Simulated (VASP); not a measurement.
K2S:

```
K S
1.0
     0.00000    3.70271    3.70271
     3.70271    0.00000    3.70271
     3.70271    3.70271    0.00000
K S
2 1
Direct
  0.75000 0.75000 0.75000
  0.25000 0.25000 0.25000
  0.00000 0.00000 0.00000
```

Base run:

| Property | Result |
| --- | --- |
| Program | VASP 6.6.1 |
| Functional | r2SCAN |
| Potentials or basis | VASP PAW PBE potentials, release 64 (K_sv, S) |
| Cutoff | 550 eV |
| k mesh | 4 × 4 × 4 |
| Occupations | gaussian, width 0.01 eV |
| Spin | no spin polarisation |

Its results: band gap on the k mesh 2.76 eV (least direct gap 2.95 eV); pressure 0.0 GPa.

Q: The run is repeated on the same cell with these changes: functional from r2SCAN to HSE06; cutoff from 550 eV to 400 eV. What comes out?

A: Band gap on the k mesh 3.31 eV (least direct gap 3.49 eV); pressure 0.2 GPa.

Caveats: the PAW data sets were made with another functional, which shifts forces and pressure a little.

A k mesh can miss the band edges.
